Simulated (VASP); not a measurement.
# Zn (P6_3/mmc) in VASP: further runs

Zn is run at these levels: PBEsol; tasks: single point, relaxation of cell and atoms.

Everything below comes from runs of VASP 6.6.1. Logs are shortened: lines on timing, memory, paths and dates and some standing lists are left out, and cuts for length are marked.

### Step 1. The cell of the first run

Symmetry: P6_3/mmc, No. 194, hexagonal system. The conventional cell has a = 2.614 Å, b = 2.614 Å, c = 4.327 Å, α = 90.00°, β = 90.00°, γ = 120.00°. Within 3.4 Å of Zn (site symmetry -6m2) lie 12 Zn at 2.61 to 2.64 Å.

### Step 2. Single point, PBEsol

Input file INCAR:

```
SYSTEM = Zn
ALGO = Normal
EDIFF = 1E-6
ENCUT = 520
GGA = PS
ISIF = 2
ISMEAR = -1
LASPH = .True.
LCHARG = .False.
LREAL = .False.
LWAVE = .False.
NBANDS = 19
NELM = 100
PREC = Accurate
SIGMA = 0.05
```

Input file KPOINTS:

```
k-points
0
Gamma
  11 11 6
  0 0 0
```

Input file POSCAR:

```
Zn
1.0
    2.6139994943      0.0000000000      0.0000000000
   -1.3069997472      2.2637899676      0.0000000000
    0.0000000000      0.0000000000      4.3273961265
Zn
2
Direct
    0.6666666667      0.3333333333      0.7500000000
    0.3333333333      0.6666666667      0.2500000000
```

Potentials or basis: VASP PAW PBE potentials, release 64 (Zn).

Command:

```
> cat potpaw_PBE.64/Zn/POTCAR > POTCAR
> mpirun -np 1 vasp_std > vasp.out
```

OUTCAR:

```text
SYSTEM = Zn
   EDIFF = 1E-6
   ENCUT = 520
   GGA = PS
   ISIF = 2
   ISMEAR = -1
   LASPH = .True.
   LREAL = .False.
   NELM = 100
   PREC = Accurate

 ion  position               nearest neighbor table
   1  0.667  0.333  0.750-   2 2.64   2 2.64   2 2.64   2 2.64   2 2.64   2 2.64
   2  0.333  0.667  0.250-   1 2.64   1 2.64   1 2.64   1 2.64   1 2.64   1 2.64

  LATTYP: Found a hexagonal cell.
 ALAT       =     2.6139994943
 C/A-ratio  =     1.6554693817

  Lattice vectors:

 A1 = (   2.6139994943,   0.0000000000,   0.0000000000)
 A2 = (  -1.3069997472,   2.2637899676,   0.0000000000)
 A3 = (   0.0000000000,   0.0000000000,   4.3273961265)

Analysis of symmetry for initial positions (statically):
=====================================================================
 Subroutine PRICEL returns:
 Original cell was already a primitive cell.

 Routine SETGRP: Setting up the symmetry group for a
 hexagonal supercell.

 Subroutine GETGRP returns: Found 24 space group operations
 (whereof 12 operations were pure point group operations)
 out of a pool of 24 trial point group operations.

The static configuration has the point symmetry D_3d.
 The point group associated with its full space group is D_6h.

Analysis of symmetry for dynamics (positions and initial velocities):
=====================================================================
 Subroutine PRICEL returns:
 Original cell was already a primitive cell.

 Routine SETGRP: Setting up the symmetry group for a
 hexagonal supercell.

 Subroutine GETGRP returns: Found 24 space group operations
 (whereof 12 operations were pure point group operations)
 out of a pool of 24 trial point group operations.

The dynamic configuration has the point symmetry D_3d.
 The point group associated with its full space group is D_6h.

 Subroutine INISYM returns: Found 24 space group operations
 (whereof 12 operations are pure point group operations),
 and found     1 'primitive' translations

----------------------------------------------------------------------------------------

                                     Primitive cell

  volume of cell :      25.6076

  direct lattice vectors                    reciprocal lattice vectors
     2.613999494  0.000000000  0.000000000     0.382555545  0.220868547  0.000000000
    -1.306999747  2.263789968  0.000000000     0.000000000  0.441737093  0.000000000
     0.000000000  0.000000000  4.327396127     0.000000000  0.000000000  0.231085847

  length of vectors
     2.613999494  2.613999494  4.327396127     0.441737093  0.441737093  0.231085847

  position of ions in fractional coordinates (direct lattice)
     0.666666667  0.333333333  0.750000000
     0.333333333  0.666666667  0.250000000

  ion indices of the primitive-cell ions
   primitive index   ion index
                 1           1
                 2           2

----------------------------------------------------------------------------------------

 KPOINTS: k-points

Automatic generation of k-mesh.
 Grid dimensions read from file:
 generate k-points for:   11   11    6

 Generating k-lattice:

  Cartesian coordinates                     Fractional coordinates (reciprocal lattice)
     0.034777777  0.020078959  0.000000000     0.090909091 -0.000000000  0.000000000
     0.000000000  0.040157918  0.000000000     0.000000000  0.090909091  0.000000000
     0.000000000  0.000000000  0.038514308     0.000000000  0.000000000  0.166666667

  Length of vectors
     0.040157918  0.040157918  0.038514308

  Shift w.r.t. Gamma in fractional coordinates (k-lattice)
     0.000000000  0.000000000  0.000000000

 Subroutine IBZKPT returns following result:
 ===========================================

 Found     64 irreducible k-points:

 Following reciprocal coordinates:
            Coordinates               Weight
  0.000000  0.000000  0.000000      1.000000
  0.090909  0.000000  0.000000      6.000000
  0.181818  0.000000  0.000000      6.000000
  0.272727  0.000000  0.000000      6.000000
  0.363636  0.000000  0.000000      6.000000
  0.454545  0.000000  0.000000      6.000000
[... 16 lines left out ...]
  0.090909  0.090909  0.166667     12.000000
  0.181818  0.090909  0.166667     24.000000
 [... further k-points ...]
   k-points           NKPTS =     64   k-points in BZ     NKDIM =     64   number of bands    NBANDS=     19
   number of dos      NEDOS =    301   number of ions     NIONS =      2
   total plane-waves  NPLWV =  12800
   dimension x,y,z NGX =    20 NGY =   20 NGZ =   32
   dimension x,y,z NGXF=    40 NGYF=   40 NGZF=   64
   ions per type =               2
   NGX,Y,Z   is equivalent  to a cutoff of  12.72, 12.72, 12.29 a.u.
   NGXF,Y,Z  is equivalent  to a cutoff of  25.44, 25.44, 24.59 a.u.
 SYSTEM =  Zn
   PREC   = accura    normal or accurate (medium, high low for compatibility)
   ISTART =      0    job   : 0-new  1-cont  2-samecut
   ICHARG =      2    charge: 1-file 2-atom 10-const
[... 83 lines left out ...]
     19      25.4462      0.00000

 k-point     3 :       0.1818    0.0000    0.0000
  band No.  band energies     occupation
      1      -6.6270      2.00000
      2      -4.6647      2.00000
      3      -4.0600      2.00000
      4      -3.8357      2.00000
      5      -3.8335      2.00000
      6      -3.6441      2.00000
[... 11 lines left out ...]
     18      21.7237      0.00000
     19      25.4130      0.00000

 k-point     4 :       0.2727    0.0000    0.0000
  band No.  band energies     occupation
      1      -5.5934      2.00000
      2      -4.5831      2.00000
      3      -4.1814      2.00000
      4      -3.9811      2.00000
      5      -3.8399      2.00000
      6      -3.7418      2.00000
[... 11 lines left out ...]
     18      19.5895      0.00000
     19      23.6422      0.00000

 k-point     5 :       0.3636    0.0000    0.0000
  band No.  band energies     occupation
      1      -4.8897      2.00000
      2      -4.6721      2.00000
      3      -4.4431      2.00000
      4      -3.8244      2.00000
      5      -3.7405      2.00000
      6      -3.6982      2.00000
[... 11 lines left out ...]
     18      18.9567      0.00000
     19      22.3395      0.00000

 k-point     6 :       0.4545    0.0000    0.0000
  band No.  band energies     occupation
      1      -4.7894      2.00000
      2      -4.7135      2.00000
      3      -4.5771      2.00000
      4      -3.8712      2.00000
      5      -3.7510      2.00000
      6      -3.6584      2.00000
[... 11 lines left out ...]
     18      18.6624      0.00000
     19      21.6588      0.00000

 k-point     7 :       0.0909    0.0909    0.0000
  band No.  band energies     occupation
      1      -6.8625      2.00000
      2      -4.7164      2.00000
      3      -4.0583      2.00000
      4      -3.7961      2.00000
      5      -3.7375      2.00000
      6      -3.7205      2.00000
[... 11 lines left out ...]
     18      23.6293      0.00000
     19      23.8671      0.00000

 k-point     8 :       0.1818    0.0909    0.0000
  band No.  band energies     occupation
      1      -5.9581      2.00000
      2      -4.5280      2.00000
      3      -4.1307      2.00000
      4      -4.0401      2.00000
      5      -3.8367      2.00000
      6      -3.7630      2.00000
[... 256 lines left out ...]
 k-point    20 :       0.2727    0.0000    0.1667
  band No.  band energies     occupation
      1      -5.4499      2.00000
      2      -4.5463      2.00000
      3      -4.1885      2.00000
      4      -4.0277      2.00000
      5      -3.8822      2.00000
      6      -3.7137      2.00000
[... 11 lines left out ...]
     18      20.0471      0.00000
     19      22.0326      0.00000

 k-point    21 :       0.3636    0.0000    0.1667
  band No.  band energies     occupation
      1      -4.9184      2.00000
      2      -4.6498      2.00000
      3      -4.3314      2.00000
      4      -4.0544      2.00000
      5      -3.7783      2.00000
      6      -3.6984      2.00000
[... 11 lines left out ...]
     18      19.0760      0.00000
     19      20.8613      0.00000

 k-point    22 :       0.4545    0.0000    0.1667
  band No.  band energies     occupation
      1      -4.8626      2.00000
      2      -4.7487      2.00000
      3      -4.3885      2.00000
      4      -4.0571      2.00000
      5      -3.8186      2.00000
      6      -3.6058      2.00000
[... 11 lines left out ...]
     18      18.7803      0.00000
     19      20.2462      0.00000

 k-point    23 :       0.0909    0.0909    0.1667
  band No.  band energies     occupation
      1      -6.6433      2.00000
      2      -4.6955      2.00000
      3      -4.0444      2.00000
      4      -3.8825      2.00000
      5      -3.8572      2.00000
      6      -3.7203      2.00000
[... 11 lines left out ...]
     18      21.5636      0.00000
     19      23.3516      0.00000

 k-point    24 :       0.1818    0.0909    0.1667
  band No.  band energies     occupation
      1      -5.7741      2.00000
      2      -4.4871      2.00000
      3      -4.1381      2.00000
      4      -4.0648      2.00000
      5      -3.9018      2.00000
      6      -3.7245      2.00000
[... 11 lines left out ...]
     18      21.3898      0.00000
     19      22.5902      0.00000

 [... further k-points ...]
[... 5 lines left out ...]
  --------------------------------------------------------------------------------------
  -------------------------------------------------------------------------------------
  Total        1.7072604      1.7072604      1.6968286     -0.0000000     -0.0000000      0.0000000
  in kB      106.8174143    106.8174143    106.1647335     -0.0000000     -0.0000000      0.0000000
  external PRESSURE =     106.5998541 kB  Pullay stress =       0.0000000 kB

 VOLUME and BASIS-vectors are now :
 -----------------------------------------------------------------------------
  energy-cutoff  :      520.00
  volume of cell :       25.61
      direct lattice vectors                 reciprocal lattice vectors
     2.613999494  0.000000000  0.000000000     0.382555545  0.220868547  0.000000000
    -1.306999747  2.263789968  0.000000000     0.000000000  0.441737093  0.000000000
     0.000000000  0.000000000  4.327396127     0.000000000  0.000000000  0.231085847

 POSITION                                       TOTAL-FORCE (eV/Angst)
 -----------------------------------------------------------------------------------
      1.30700      0.75460      3.24555         0.000000     -0.000000      0.000000
     -0.00000      1.50919      1.08185        -0.000000      0.000000      0.000000
 -----------------------------------------------------------------------------------
    total drift:                               -0.000000      0.000000     -0.000000

  FREE ENERGIE OF THE ION-ELECTRON SYSTEM (eV)
  ---------------------------------------------------
  free  energy   TOTEN  =        -3.1100935445 eV

  energy  without entropy=       -3.1072944462  energy(sigma->0) =       -3.10869400
```

Run time: 34 s. Hardware: 1 thread of AMD EPYC 7R43 (Zen 3), shared host; peak memory 0.11 GiB.

What came out:

| Property | Result |
| --- | --- |
| Free energy | -3.1101 eV |
| Pressure | 10.7 GPa |
| Band gap on the k mesh | zero (band 12 reaches 5.80 eV, above the bottom of band 13 at 2.95 eV) |

Caveat: the PAW data sets were made with another functional, which shifts forces and pressure a little.

### Step 3. Single point, PBEsol

This run uses another cell than the first one, of 13.31 Å³/atom, 1.040 times its volume.

Input file INCAR:

```
PREC     = Accurate       # precision mode
ENCUT    = 520            # plane-wave cutoff, eV
EDIFF    = 1E-6           # SCF threshold, eV
ISMEAR   = -1             # smearing method
SIGMA    = 0.05           # smearing width, eV
LREAL    = F              # projectors in reciprocal space
LASPH    = T              # aspherical terms in the spheres
NELM     = 100            # most SCF steps
ALGO     = Normal         # electronic algorithm
ISIF     = 2              # what is computed and relaxed
LWAVE    = F              # write WAVECAR
LCHARG   = T              # write CHGCAR
GGA      = PS             # functional
LELF     = T              # ELF
LVHAR    = T            
NBANDS   = 19             # bands
```

Input file KPOINTS:

```
regular mesh
0
Gamma
  11 11 6
```

Input file POSCAR:

```
Zn
1.0
    2.6503519220      0.0000000000      0.0000000000
   -1.3251759610      2.2952720934      0.0000000000
    0.0000000000      0.0000000000      4.3768600502
Zn
2
Direct
    0.6666666667      0.3333333333      0.7500000000
    0.3333333333      0.6666666667      0.2500000000
```

Potentials or basis: VASP PAW PBE potentials, release 64 (Zn).

Command:

```
> cat potpaw_PBE.64/Zn/POTCAR > POTCAR
> mpirun -np 1 vasp_std > vasp.out
```

Wall time 50 s (1 thread of AMD EPYC 7R43 (Zen 3), shared host); peak memory 0.11 GiB.

Results (log left out):

```
Free energy            : -3.1610 eV
Pressure               : 5.6 GPa
Band gap on the k mesh : zero (band 12 reaches 5.47 eV, above the bottom of band 13 at 2.59 eV)
```

Levels at points of the mesh, in eV from the Fermi level:
```tsv
k point	band 8	band 9	band 10	band 11	band 12	band 13	band 14	band 15	band 16	band 17
(0.00, 0.00, 0.00)	-7.92	-7.92	-7.48	-7.48	-3.86	-1.59	16.44	16.44	18.27	18.37
(0.00, 0.00, 0.50)	-8.19	-7.62	-7.62	-7.62	-7.62	7.44	7.44	18.20	18.20	18.20
```

Caveat: the PAW data sets were made with another functional, which shifts forces and pressure a little.

### Step 4. Single point, PBEsol

This run uses another cell than the first one, of 14.03 Å³/atom, 1.096 times its volume.

Input file INCAR:

```
PREC = Accurate
ENCUT = 520
EDIFF = 1E-7
ISMEAR = -1
SIGMA = 0.05
LREAL = False
LASPH = True
NELM = 80
ALGO = Normal
ISIF = 2
LWAVE = False
LCHARG = True
GGA = PS
LELF = True
LVHAR = True
NBANDS = 19
```

KPOINTS is that of step 3.

Input file POSCAR:

```
Zn
1.0
    2.6406780113      0.0000000000      0.0000000000
   -1.3203390056      2.2868942410      0.0000000000
    0.0000000000      0.0000000000      4.6478624139
Zn
2
Direct
    0.6666666667      0.3333333333      0.7500000000
    0.3333333333      0.6666666667      0.2500000000
```

Command:

```
> cat potpaw_PBE.64/Zn/POTCAR > POTCAR
> mpirun -np 1 vasp_std > vasp.out
```

Wall time 54 s (1 thread of AMD EPYC 7R43 (Zen 3), shared host); peak memory 0.12 GiB.

It converged, with:

* Free energy: -3.1698 eV
* Pressure: 0.5 GPa
* Band gap on the k mesh: zero (band 12 reaches 5.03 eV, above the bottom of band 13 at 1.22 eV)

Stress tensor (GPa, compression positive):
```
0.51 0.00 0.00
0.00 0.51 0.00
0.00 0.00 0.34
```

Levels at points of the mesh, in eV from the Fermi level:
```csv
k point,band 9,band 10,band 11,band 12,band 13,band 14,band 15,band 16
"(0.00, 0.00, 0.00)",-7.50,-7.19,-7.19,-3.80,-2.33,16.30,17.32,17.32
"(0.00, 0.00, 0.50)",-7.31,-7.31,-7.31,-7.31,5.93,5.93,18.84,18.84
```

Caveat: the PAW data sets were made with another functional, which shifts forces and pressure a little.

### Step 5. Relaxation of cell and atoms, PBEsol

This run uses another cell than the first one, of 15.33 Å³/atom, 1.197 times its volume.

Input file INCAR:

```
PREC = Accurate ; ENCUT = 600
EDIFF = 1E-7 ; ISMEAR = -1
SIGMA = 0.05 ; LREAL = F
LASPH = T ; NELM = 100
ALGO = Normal ; ISIF = 3
LWAVE = F ; LCHARG = F
GGA = PS ; IBRION = 2
NSW = 80 ; EDIFFG = -0.02
```

Input file KPOINTS:

```
Automatic mesh
0
Gamma
  11 11 6
```

Input file POSCAR:

```
Zn
1.0
    2.6700000000      0.0000000000      0.0000000000
   -1.3350000000      2.3122878281      0.0000000000
    0.0000000000      0.0000000000      4.9660000000
Zn
2
Direct
    0.6666666667      0.3333333333      0.7500000000
    0.3333333333      0.6666666667      0.2500000000
```

Command:

```
> cat potpaw_PBE.64/Zn/POTCAR > POTCAR
> mpirun -np 1 vasp_std > vasp.out
```

It took 5.5 min on 1 thread of AMD EPYC 7R43 (Zen 3), shared host; peak memory 0.14 GiB.

The run converged. Its results:

- Free energy: -3.1707 eV
- Relaxed volume: 14.08 Å³/atom
- Relaxed cell: a = 2.647 Å, b = 2.647 Å, c = 4.640 Å, α = 90.00°, β = 90.00°, γ = 120.00°
- Space group after relaxing (to 0.05 Å): P6_3/mmc (No. 194)
- Energy gained by relaxing: 25.9 meV/atom
- Ionic steps: 8
- Pressure after relaxing: 0.0 GPa
- Band gap on the k mesh: zero (band 12 reaches 4.98 eV, above the bottom of band 13 at 1.25 eV)

The path:
| step | energy change (eV) | largest force (eV/Å) | pressure (GPa) | volume (Å³) |
| --- | --- | --- | --- | --- |
| 1 | 0.0000 | 0.0000 | -5.36 | 30.66 |
| 2 | -0.0373 | 0.0000 | 0.44 | 28.44 |
| 3 | -0.0375 | 0.0000 | 0.04 | 28.57 |
| 4 | -0.0415 | 0.0000 | 0.06 | 28.47 |
| 5 | -0.0513 | 0.0000 | 0.22 | 28.16 |
| 6 | -0.0516 | 0.0000 | 0.38 | 28.05 |
| 7 | -0.0515 | 0.0000 | -0.42 | 28.29 |
| 8 | -0.0517 | 0.0000 | 0.00 | 28.15 |

Final structure:
```yaml
crystal:
  lattice:
    - [2.64684, 0.00000, 0.00000]
    - [-1.32342, 2.29223, 0.00000]
    - [0.00000, 0.00000, 4.64034]
  atoms:
    - { symbol: Zn, position: [0.66667, 0.33333, 0.75000] }
    - { symbol: Zn, position: [0.33333, 0.66667, 0.25000] }
```

Levels at points of the mesh, in eV from the Fermi level:
| k point | band 10 | band 11 | band 12 | band 13 | band 14 | band 15 |
| --- | --- | --- | --- | --- | --- | --- |
| (0.00, 0.00, 0.00) | -7.19 | -7.19 | -3.77 | -2.29 | 16.41 | 17.19 |
| (0.00, 0.00, 0.50) | -7.31 | -7.31 | -7.31 | 6.00 | 6.00 | 18.71 |

Caveat: the PAW data sets were made with another functional, which shifts forces and pressure a little.

### Step 6. Overview

```csv
task,cell,cutoff (eV),gap on the mesh (eV),pressure (GPa)
single point,"a = 2.614, b = 2.614, c = 4.327 Å, angles 90.0, 90.0, 120.0°, 2 atoms",520,none,10.7
single point,"a = 2.650, b = 2.650, c = 4.377 Å, angles 90.0, 90.0, 120.0°, 2 atoms",520,none,5.6
single point,"a = 2.641, b = 2.641, c = 4.648 Å, angles 90.0, 90.0, 120.0°, 2 atoms",520,none,0.5
relaxation of cell and atoms,"relaxed from a = 2.670, b = 2.670, c = 4.966 Å, angles 90.0, 90.0, 120.0°, 2 atoms",600,none,0.0
```

Alike in all rows: level PBEsol; potentials or basis VASP PAW PBE potentials, release 64 (Zn); no spin polarisation; k mesh 11 × 11 × 6; smearing fermi-dirac 0.05 eV.

Caveats: the PAW data sets were made with another functional, which shifts forces and pressure a little.

Total energies depend on the potentials used, so only differences within one code and one set of settings carry meaning.
